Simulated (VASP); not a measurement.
Runs of VASP 6.6.1 on BiS. Symmetry: Pm-3m, No. 221, cubic system. Conventional cell: a = 4.003 Å, b = 4.003 Å, c = 4.003 Å, α = 90.00°, β = 90.00°, γ = 90.00°. Within 4.6 Å of Bi (site symmetry m-3m) lie 8 S at 3.47 Å and 6 Bi at 4.00 Å. Within 4.6 Å of S (site symmetry m-3m) lie 8 Bi at 3.47 Å and 6 S at 4.00 Å. 

| level | spin | k mesh | cutoff (eV) | share of exact exchange | screening parameter | gap on the mesh (eV) | pressure (GPa) |
| --- | --- | --- | --- | --- | --- | --- | --- |
| r2SCAN50 | off | 4 × 4 × 4 | 440 | 0.5 | - | none | (a) |
| HSE06 | non-collinear, zero start, SOC | 3 × 3 × 3 | 400 | 0.25 | 0.2079 1/Å | - | -10.7 |
| PBE0 | off | 4 × 4 × 4 | 520 | 0.25 | - | none | -13.6 |
| PBEsol-based global hybrid with 25 % exact exchange | off | 4 × 4 × 4 | 520 | 0.25 | - | none | -15.0 |

Alike in all rows: task single point; potentials or basis VASP PAW PBE potentials, release 64 (Bi_d, S); cell as given; smearing fermi-dirac 0.05 eV.

Problem. Estimate the missing entries.

Solution. (a) -15.4.

Caveats: all runs use coarse meshes; the PAW data sets were made with another functional, which shifts forces and pressure a little; spin-orbit coupling is left out, which moves the levels of the heavy elements (at least some runs); an odd number of electrons without spin polarisation forces a metal (at least some runs); a magnetic or distorted state may lie lower (at least some runs).

A k mesh can miss the band edges, and rows without SOC leave out spin-orbit coupling on Bi.

A gap of «none» marks levels without a gap at the run's occupations.
